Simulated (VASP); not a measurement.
Crystal: SiAsP3.

```
Si As P
1.0
     5.05133    0.00000    0.00000
     0.00000    5.05133    0.00000
     0.00000    0.00000    5.05133
Si As P
1 1 3
Cartesian
  0.0000 0.0000 0.0000
  2.5257 2.5257 2.5257
  0.0000 2.5257 2.5257
  2.5257 0.0000 2.5257
  2.5257 2.5257 0.0000
```

| Property | Result |
| --- | --- |
| Program | VASP 6.6.1 |
| Task | relaxation of cell and atoms |
| Functional | PBEsol |
| Potentials or basis | VASP PAW PBE potentials, release 64 (Si, As, P) |
| Cutoff | 600 eV |
| k mesh | 4 × 4 × 4 |
| Occupations | fermi-dirac, width 0.03 eV |
| Spin | no spin polarisation |

At the start: pressure -10.6 GPa; volume 25.78 Å³/atom.

**Question.** Where does the relaxation end?

**Answer.** Over 3 steps the energy falls by 248.1 meV/atom and the volume is 19.76 Å³/atom (-23.4 %); space group Pm-3m (No. 221, to 0.1 Å) before and after.

The path:
| step | energy change (eV) | largest force (eV/Å) | pressure (GPa) | volume (Å³) |
| --- | --- | --- | --- | --- |
| 1 | 0.0000 | 0.0000 | -10.57 | 128.89 |
| 2 | -1.2388 | 0.0000 | -0.65 | 99.70 |
| 3 | -1.2406 | 0.0000 | 0.02 | 98.78 |

Final structure:
```
Si As P
1.0
     4.62267    0.00000    0.00000
     0.00000    4.62267    0.00000
     0.00000    0.00000    4.62267
Si As P
1 1 3
Direct
  0.00000 0.00000 0.00000
  0.50000 0.50000 0.50000
  0.00000 0.50000 0.50000
  0.50000 0.00000 0.50000
  0.50000 0.50000 0.00000
```

Caveat: the volume moved by over 15 % at a fixed basis, so the end points are rough; the PAW data sets were made with another functional, which shifts forces and pressure a little.
